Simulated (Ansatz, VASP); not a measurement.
Two plane-wave programs on Ni

Contents of INCAR:

```
SYSTEM = Ni
PREC = Accurate ; ENCUT = 520
EDIFF = 1E-6 ; ISMEAR = 0
SIGMA = 0.15 ; LREAL = .False.
LASPH = .True. ; NELM = 150
ALGO = Normal ; ISIF = 2
LWAVE = .False. ; LCHARG = .False.
ISPIN = 2 ; MAGMOM = 0.64
LORBIT = 11 ; LMAXMIX = 4
GGA = PE ; NBANDS = 15
```

The input KPOINTS:

```
regular mesh
0
Gamma
  30 30 30
  0 0 0
```

POSCAR

```
Ni
1.0
   -1.4002398023      1.4002398023      1.4002398023
    1.4002398023     -1.4002398023      1.4002398023
    1.4002398023      1.4002398023     -1.4002398023
Ni
1
Direct
    0.0000000000      0.0000000000      0.0000000000
```

Input for Ansatz:

```yaml
crystal:
  lattice:
    - [-1.4002398023, 1.4002398023, 1.4002398023]
    - [1.4002398023, -1.4002398023, 1.4002398023]
    - [1.4002398023, 1.4002398023, -1.4002398023]
  atoms:
    - { symbol: Ni, position: [0.0, 0.0, 0.0], spin: 0.64 }
basis:
  ecutwfc: 420
kpoints:
  mp_grid: { grid: [30, 30, 30] }
hamiltonian:
  xc: pbe
scf:
  occupations: { method: gaussian, width: 0.15 }
output:
  forces: true
  stress: true
  eigenvalues: true
  populations: true
  write_density: true
  write_potential: true
  elf: true
  volumetric_format: npy
magnetization:
  spin_polarized: true
```

Alike in both runs: task single point; functional PBE; k mesh 30 × 30 × 30; occupations gaussian, width 0.15 eV; collinear spin.

|  | VASP | Ansatz |
| --- | --- | --- |
| version | VASP 6.6.1 | Ansatz 0.2.0 |
| potentials or method | VASP PAW PBE potentials, release 64 (Ni), cutoff 520 eV | scalar-relativistic, plane waves, PAW |
| valence electrons in the cell | 10 | 18 |

VASP gave:

* gap on the k mesh at the Fermi level (eV): none
* pressure (GPa): 0.0
* net moment per atom (μB): 0.55
* size of the moment on the site where the two differ most (μB): 0.56

Which values does Ansatz return?

gap on the k mesh at the Fermi level (eV): none; pressure (GPa): 0.2; net moment per atom (μB): 0.56; size of the moment on the site where the two differ most (μB): 0.59.

Site moments also hang on the region over which each program counts them. A gap of «none» marks a metal or a gap that the smearing closes. VASP's potentials hold 10 valence electrons a cell and Ansatz's 18, so a difference there can come from the potentials and not from the codes.
